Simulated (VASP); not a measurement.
# Lu (P6_3/mmc) in VASP: notebook

The runs below take Lu through single point, with PBE.

Program: VASP 6.6.1. These are calculated values, not measurements. Logs are shortened: lines on timing, memory, paths and dates and some standing lists are left out, and cuts for length are marked.

**1. The cell of the first run**

The structure is hexagonal, space group P6_3/mmc (No. 194). Conventional cell: a = 3.503 Å, b = 3.503 Å, c = 5.329 Å, α = 90.00°, β = 90.00°, γ = 120.00°. Within 4.4 Å of Lu (site symmetry -6m2) lie 12 Lu at 3.35 to 3.50 Å.

**2. Single point, PBE**

Input file INCAR:

```
  ALGO = Normal
  EDIFF = 1E-6
  ENCUT = 520
  GGA = PE
  ISIF = 2
  ISMEAR = -1
  LASPH = T
  LCHARG = T
  LELF = T
  LREAL = F
  LVHAR = T
  LWAVE = F
  NBANDS = 32
  NELM = 60
  PREC = Accurate
  SIGMA = 0.05
```

Input file KPOINTS:

```
k-points
0
Gamma
  7 7 4
```

Input file POSCAR:

```
Lu
1.0
    3.5031000000      0.0000000000      0.0000000000
   -1.7515500000      3.0337735920      0.0000000000
    0.0000000000      0.0000000000      5.3288640000
Lu
2
Direct
    0.6666666667      0.3333333333      0.7500000000
    0.3333333333      0.6666666667      0.2500000000
```

Potentials or basis: VASP PAW PBE potentials, release 64 (Lu).

The run is started by

```console
> cat potpaw_PBE.64/Lu/POTCAR > POTCAR
> mpirun -np 1 vasp_std > vasp.out
```

OUTCAR:

```text
EDIFF = 1E-6
   ENCUT = 520
   GGA = PE
   ISIF = 2
   ISMEAR = -1
   LASPH = T
   LREAL = F
   NELM = 60
   PREC = Accurate

 ion  position               nearest neighbor table
   1  0.667  0.333  0.750-   2 3.35   2 3.35   2 3.35   2 3.35   2 3.35   2 3.35
   2  0.333  0.667  0.250-   1 3.35   1 3.35   1 3.35   1 3.35   1 3.35   1 3.35

  LATTYP: Found a hexagonal cell.
 ALAT       =     3.5031000000
 C/A-ratio  =     1.5211852359

  Lattice vectors:

 A1 = (   3.5031000000,   0.0000000000,   0.0000000000)
 A2 = (  -1.7515500000,   3.0337735920,   0.0000000000)
 A3 = (   0.0000000000,   0.0000000000,   5.3288640000)

Analysis of symmetry for initial positions (statically):
=====================================================================
 Subroutine PRICEL returns:
 Original cell was already a primitive cell.

 Routine SETGRP: Setting up the symmetry group for a
 hexagonal supercell.

 Subroutine GETGRP returns: Found 24 space group operations
 (whereof 12 operations were pure point group operations)
 out of a pool of 24 trial point group operations.

The static configuration has the point symmetry D_3d.
 The point group associated with its full space group is D_6h.

Analysis of symmetry for dynamics (positions and initial velocities):
=====================================================================
 Subroutine PRICEL returns:
 Original cell was already a primitive cell.

 Routine SETGRP: Setting up the symmetry group for a
 hexagonal supercell.

 Subroutine GETGRP returns: Found 24 space group operations
 (whereof 12 operations were pure point group operations)
 out of a pool of 24 trial point group operations.

The dynamic configuration has the point symmetry D_3d.
 The point group associated with its full space group is D_6h.

 Subroutine INISYM returns: Found 24 space group operations
 (whereof 12 operations are pure point group operations),
 and found     1 'primitive' translations

----------------------------------------------------------------------------------------

                                     Primitive cell

  volume of cell :      56.6331

  direct lattice vectors                    reciprocal lattice vectors
[... 77 lines left out ...]
   PREC   = accura    normal or accurate (medium, high low for compatibility)
   ISTART =      0    job   : 0-new  1-cont  2-samecut
   ICHARG =      2    charge: 1-file 2-atom 10-const
   ISPIN  =      1    spin polarized calculation?
   LNONCOLLINEAR =      F non collinear calculations
   LSORBIT =      F    spin-orbit coupling
   LASPH  =      T    aspherical Exc in radial PAW
   ENCUT  =  520.0 eV  38.22 Ry    6.18 a.u.   6.51  6.51  9.91*2*pi/ulx,y,z
   NELM   =     60;   NELMIN=  2; NELMDL= -5     # of ELM steps
   EDIFF  = 0.1E-05   stopping-criterion for ELM
   LREAL  =      F    real-space projection
   EDIFFG = 0.1E-04   stopping-criterion for IOM
   NSW    =      0    number of steps for IOM
   IBRION =     -1    ionic relax: 0-MD 1-quasi-New 2-CG
   NFREE  =      0    steps in history (QN), initial steepest desc. (CG)
   ISIF   =      2    stress and relaxation
   ISYM   =      2    0-nonsym 1-usesym 2-fastsym
   POTIM  = 0.5000    time-step for ionic-motion
   TEBEG  =    0.0;   TEEND  =   0.0 temperature during run
   PSTRESS=    0.0 pullay stress
   NELECT =      50.0000    total number of electrons
   NUPDOWN=      -1.0000    fix difference up-down
   EMIN   =  10.00;   EMAX   =-10.00  energy-range for DOS
   EFERMI =   0.00;   METHOD = LEGACY
   ISMEAR =    -1;   SIGMA  =   0.05  broadening in eV -4-tet -1-fermi 0-gaus
   EFERMI_NEDOS =   21; number of points for ismear=-14 and -15
   IALGO  =     38    algorithm
   IMIX   =      4    mixing-type and parameters
     AMIX     =   0.40;   BMIX     =  1.00
     AMIX_MAG =   1.60;   BMIX_MAG =  1.00
  volume/ion in A,a.u.               =      28.32       191.09
  Fermi-wavevector in a.u.,A,eV,Ry     =   1.570512  2.967838 33.558898  2.466509
  Thomas-Fermi vector in A             =   2.672235
   LORBIT       =      0    0 simple, 1 ext, 2 COOP (PROOUT), +10 PAW based schemes
   GGA     = PE    functional components
   LHFCALC =     F    Hartree Fock is set to
   AEXX    =    0.0000 exact exchange contribution
   IVDW    =     0    specifies the selected vdW correction
   LEPSILON=     F    determine dielectric tensor
   LRPA    =     F    only Hartree local field effects (RPA)
 non-spin polarized calculation
  energy-cutoff  :      520.00
  volume of cell :       56.63
 maximum number of plane-waves:      1568
 NGX is ok and might be reduce to    28
   NGX = 13   NGY = 13   NGZ = 19

 number of electron      50.0000009 magnetization

 Free energy of the ion-electron system (eV)
  ---------------------------------------------------
  ext. energy  EPLUGINS =         0.00000000
  ---------------------------------------------------
  free energy    TOTEN  =        -9.05456264 eV

  energy without entropy =       -9.03058060  energy(sigma->0) =       -9.04257162

 E-fermi :   2.3063     XC(G=0): -10.7970

 val. band max:        2.2541605956   @ k =   0.4286   0.0000   0.2500
 cond. band min:       2.3144601135   @ k =   0.2857   0.2857   0.5000
 fundamental gap:      0.0602995178
 Fermi energy:         2.3063016871

 k-point     1 :       0.0000    0.0000    0.0000
  band No.  band energies     occupation
      1     -53.8007      2.00000
      2     -53.7553      2.00000
      3     -24.7962      2.00000
      4     -24.3281      2.00000
      5     -24.3281      2.00000
      6     -24.2220      2.00000
[... 829 lines left out ...]
     31       7.9502      0.00000
     32       7.9502      0.00000

------------------------ aborting loop because EDIFF is reached ----------------------------------------

  FORCE on cell =-STRESS in cart. coord.  units (eV):
  Direction    XX          YY          ZZ          XY          YZ          ZX
  --------------------------------------------------------------------------------------
  -------------------------------------------------------------------------------------
  Total        0.2851336      0.2851336      0.8747157      0.0000000      0.0000000      0.0000000
  in kB        8.0665642      8.0665642     24.7461233      0.0000000      0.0000000      0.0000000
  external PRESSURE =      13.6264173 kB  Pullay stress =       0.0000000 kB

 VOLUME and BASIS-vectors are now :
 -----------------------------------------------------------------------------
  energy-cutoff  :      520.00
  volume of cell :       56.63
      direct lattice vectors                 reciprocal lattice vectors
     3.503100000  0.000000000  0.000000000     0.285461448  0.164811244  0.000000000
    -1.751550000  3.033773592  0.000000000     0.000000000  0.329622488  0.000000000
     0.000000000  0.000000000  5.328864000     0.000000000  0.000000000  0.187657257

 POSITION                                       TOTAL-FORCE (eV/Angst)
 -----------------------------------------------------------------------------------
      1.75155      1.01126      3.99665        -0.000000      0.000000      0.000000
     -0.00000      2.02252      1.33222         0.000000     -0.000000      0.000000
 -----------------------------------------------------------------------------------
    total drift:                               -0.000000      0.000000     -0.000000

  FREE ENERGIE OF THE ION-ELECTRON SYSTEM (eV)
  ---------------------------------------------------
  free  energy   TOTEN  =        -9.0545626388 eV

  energy  without entropy=       -9.0305805954  energy(sigma->0) =       -9.04257162
```

Wall time 49 s (1 thread of Intel Xeon Platinum 8559C (Emerald Rapids), shared host); peak memory 0.19 GiB.

What came out:

* Free energy: -9.0546 eV
* Pressure: 1.4 GPa
* Band gap on the k mesh: zero (bands 25 and 26 overlap by 2.02 eV)

Levels at points of the mesh, in eV from the Fermi level:
| k point | band 22 | band 23 | band 24 | band 25 | band 26 | band 27 |
| --- | --- | --- | --- | --- | --- | --- |
| (0.00, 0.00, 0.00) | -4.79 | -4.78 | -2.34 | 0.98 | 2.18 | 2.18 |
| (0.00, 0.00, 0.50) | -4.78 | -4.29 | -4.29 | 1.39 | 1.39 | 2.04 |

Caveat: spin-orbit coupling is left out, which moves the levels of the heavy elements.

**3. Single point, PBE**

This run uses another cell than the first one, of 28.91 Å³/atom.

Input file INCAR:

```
SYSTEM = Lu
  PREC = Accurate
  ENCUT = 520
  EDIFF = 1E-6
  ISMEAR = -1
  SIGMA = 0.05
  LREAL = .FALSE.
  LASPH = .TRUE.
  NELM = 100
  ALGO = Normal
  ISIF = 2
  LWAVE = .FALSE.
  LCHARG = .FALSE.
  GGA = PE
  NBANDS = 32
```

Input file KPOINTS:

```
Automatic mesh
0
G
  7 7 4
  0 0 0
```

POSCAR: that of step 2 with these lines changed.

```diff
@@ -4,3 +4,3 @@
    -1.7515500000      3.0337735920      0.0000000000
-    0.0000000000      0.0000000000      5.3288640000
+    0.0000000000      0.0000000000      5.4398820000
 Lu
```

Potentials or basis: VASP PAW PBE potentials, release 64 (Lu).

The run is started by

```console
> cat potpaw_PBE.64/Lu/POTCAR > POTCAR
> mpirun -np 1 vasp_std > vasp.out
```

Run time: 44 s. Hardware: 1 thread of Intel Xeon Platinum 8559C (Emerald Rapids), shared host; peak memory 0.19 GiB.

Results (log left out):

```
Free energy            : -9.0658 eV
Pressure               : 0.5 GPa
Band gap on the k mesh : zero (bands 25 and 26 overlap by 1.86 eV)
```

Stress tensor (GPa, compression positive):
```
0.47 0.00 0.00
0.00 0.47 0.00
0.00 0.00 0.66
```

Levels at points of the mesh, in eV from the Fermi level:
| k point | band 21 | band 22 | band 23 | band 24 | band 25 | band 26 | band 27 | band 28 |
| --- | --- | --- | --- | --- | --- | --- | --- | --- |
| (0.00, 0.00, 0.00) | -4.85 | -4.83 | -4.83 | -2.37 | 0.75 | 2.20 | 2.20 | 2.70 |
| (0.00, 0.00, 0.50) | -4.83 | -4.83 | -4.33 | -4.33 | 1.27 | 1.27 | 2.10 | 2.10 |

Caveat: spin-orbit coupling is left out, which moves the levels of the heavy elements.

**4. Single point, PBE**

This run uses another cell than the first one, of 29.20 Å³/atom.

Input file INCAR:

```
SYSTEM = Lu
  ALGO = Fast
  EDIFF = 1E-6
  ENCUT = 520
  GGA = PE
  ISIF = 2
  ISMEAR = -1
  LASPH = .TRUE.
  LCHARG = .FALSE.
  LREAL = .FALSE.
  LWAVE = .FALSE.
  NBANDS = 32
  NELM = 80
  PREC = Accurate
  SIGMA = 0.05
```

Input file KPOINTS:

```
k-points
0
G
  7 7 4
  0 0 0
```

POSCAR: that of step 3 with these lines changed.

```diff
@@ -4,3 +4,3 @@
    -1.7515500000      3.0337735920      0.0000000000
-    0.0000000000      0.0000000000      5.4398820000
+    0.0000000000      0.0000000000      5.4953910000
 Lu
```

Potentials or basis: VASP PAW PBE potentials, release 64 (Lu).

The run is started by

```console
> cat potpaw_PBE.64/Lu/POTCAR > POTCAR
> mpirun -np 1 vasp_std > vasp.out
```

OUTCAR:

```text
SYSTEM = Lu
   EDIFF = 1E-6
   ENCUT = 520
   GGA = PE
   ISIF = 2
   ISMEAR = -1
   LASPH = .TRUE.
   LREAL = .FALSE.
   NELM = 80
   PREC = Accurate

 ion  position               nearest neighbor table
   1  0.667  0.333  0.750-   2 3.41   2 3.41   2 3.41   2 3.41   2 3.41   2 3.41
   2  0.333  0.667  0.250-   1 3.41   1 3.41   1 3.41   1 3.41   1 3.41   1 3.41

  LATTYP: Found a hexagonal cell.
 ALAT       =     3.5031000000
 C/A-ratio  =     1.5687222746

  Lattice vectors:

[... 1027 lines left out ...]
------------------------ aborting loop because EDIFF is reached ----------------------------------------

  FORCE on cell =-STRESS in cart. coord.  units (eV):
  Direction    XX          YY          ZZ          XY          YZ          ZX
  --------------------------------------------------------------------------------------
  -------------------------------------------------------------------------------------
  Total        0.0562716      0.0562716     -0.1640268      0.0000000      0.0000000      0.0000000
  in kB        1.5437106      1.5437106     -4.4997776      0.0000000      0.0000000      0.0000000
  external PRESSURE =      -0.4707855 kB  Pullay stress =       0.0000000 kB

 VOLUME and BASIS-vectors are now :
 -----------------------------------------------------------------------------
  energy-cutoff  :      520.00
  volume of cell :       58.40
      direct lattice vectors                 reciprocal lattice vectors
     3.503100000  0.000000000  0.000000000     0.285461448  0.164811244  0.000000000
    -1.751550000  3.033773592  0.000000000     0.000000000  0.329622488  0.000000000
     0.000000000  0.000000000  5.495391000     0.000000000  0.000000000  0.181970673

 POSITION                                       TOTAL-FORCE (eV/Angst)
 -----------------------------------------------------------------------------------
      1.75155      1.01126      4.12154         0.000000     -0.000000      0.000000
     -0.00000      2.02252      1.37385        -0.000000      0.000000      0.000000
 -----------------------------------------------------------------------------------
    total drift:                               -0.000000      0.000000     -0.000000

  FREE ENERGIE OF THE ION-ELECTRON SYSTEM (eV)
  ---------------------------------------------------
  free  energy   TOTEN  =        -9.0659126931 eV

  energy  without entropy=       -9.0414136516  energy(sigma->0) =       -9.05366317
```

stdout:

```text
POSCAR found type information on POSCAR Lu
 POSCAR found :  1 types and       2 ions
 scaLAPACK will be used
 LDA part: xc-table for (Slater+PW92), standard interpolation
 POSCAR, INCAR and KPOINTS ok, starting setup
 FFT: planning ... GRIDC
 FFT: planning ... GRID_SOFT
 FFT: planning ... GRID
 WAVECAR not read
 entering main loop
WARNING in EDDRMM: call to ZHEGV failed, returncode =   8  4     22
WARNING in EDDRMM: call to ZHEGV failed, returncode =   6  3     14
WARNING in EDDRMM: call to ZHEGV failed, returncode =   6  3     24
```

Wall time 2.1 min (1 thread of Intel Xeon Platinum 8559C (Emerald Rapids), shared host); peak memory 0.2 GiB.

Results:

```
Free energy            : -9.0659 eV
Pressure               : 0.0 GPa
Band gap on the k mesh : zero (bands 25 and 26 overlap by 1.78 eV)
```

Stress tensor (GPa, compression positive):
```
 0.15  0.00  0.00
 0.00  0.15  0.00
 0.00  0.00 -0.45
```

Levels at points of the mesh, in eV from the Fermi level:
```
           k point  band 22  band 23  band 24  band 25  band 26  band 27
(0.00, 0.00, 0.00)    -4.85    -4.85    -2.39     0.65     2.21     2.21
(0.00, 0.00, 0.50)    -4.85    -4.35    -4.35     1.21     1.21     2.12
```

Caveat: spin-orbit coupling is left out, which moves the levels of the heavy elements.

[end of part 1 of 3]
